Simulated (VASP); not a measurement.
Set up this calculation in VASP 6.6.1, as the native input.

```
Task                   : single point
Functional             : r2SCAN
Potentials or basis    : VASP PAW PBE potentials, release 64 (K_sv, I)
Cutoff                 : 520 eV
k mesh                 : 6 × 6 × 6
Occupations            : gaussian, width 0.05 eV
Spin                   : no spin polarisation
Dipole correction      : no
Further INCAR settings : ALGO = Normal; EDIFF = 1e-06; NBANDS = 15
```

The system is KI.

```xyz
2
Lattice="0.0000 3.5246 3.4541 3.5246 0.0000 3.4541 3.5246 3.5246 0.0000" Properties=species:S:1:pos:R:3 pbc="T T T"
K     0.0000    0.0000    0.0000
I     3.5246    3.5246    3.4541
```

This cell differs from its parent crystal: strain -0.0200 x Voigt [0, 0, 1, 0, 0, 0].

The input as run:

POSCAR

```
KI
1.0
    0.0000000000      3.5245500000      3.4540590000
    3.5245500000      0.0000000000      3.4540590000
    3.5245500000      3.5245500000      0.0000000000
K I
1 1
Direct
    0.0000000000      0.0000000000      0.0000000000
    0.5000000000      0.5000000000      0.5000000000
```

INCAR.step1

```
SYSTEM = KI
PREC = Accurate
ENCUT = 520
ISMEAR = 0
SIGMA = 0.05
LREAL = .False.
LASPH = .True.
NELM = 80
NBANDS = 15
GGA = PE
ALGO = Normal
EDIFF = 1E-4
LWAVE = .True.
LCHARG = .False.
```

INCAR.step2

```
SYSTEM = KI
PREC = Accurate
ENCUT = 520
EDIFF = 1E-6
ISMEAR = 0
SIGMA = 0.05
LREAL = .False.
LASPH = .True.
NELM = 80
ALGO = Normal
ISIF = 2
LWAVE = .False.
LCHARG = .False.
METAGGA = R2SCAN
LMIXTAU = .True.
NBANDS = 15
ISTART = 1
```

KPOINTS

```
regular mesh
0
Gamma
  6 6 6
  0 0 0
```

Potentials or basis: VASP PAW PBE potentials, release 64 (K_sv, I).

Command:

```console
$ cat potpaw_PBE.64/K_sv/POTCAR potpaw_PBE.64/I/POTCAR > POTCAR
$ cp INCAR.step1 INCAR
$ mpirun -np 1 vasp_std > vasp.out
$ cp INCAR.step2 INCAR
$ mpirun -np 1 vasp_std > vasp.out
```

Results of the run:

```yaml
Pressure: 0.5 GPa
Band_gap_on_the_k_mesh: 4.67 eV
```

Caveat: the cell differs from its parent crystal (strain -0.0200 x Voigt [0, 0, 1, 0, 0, 0]); the PAW data sets were made with another functional, which shifts forces and pressure a little; spin-orbit coupling is left out, which moves the levels of the heavy elements.

Run time: 2 min on 1 thread of AMD EPYC 9R45 96-Core Processor (Zen 5), with other jobs on the host, peak memory 0.23 GiB.
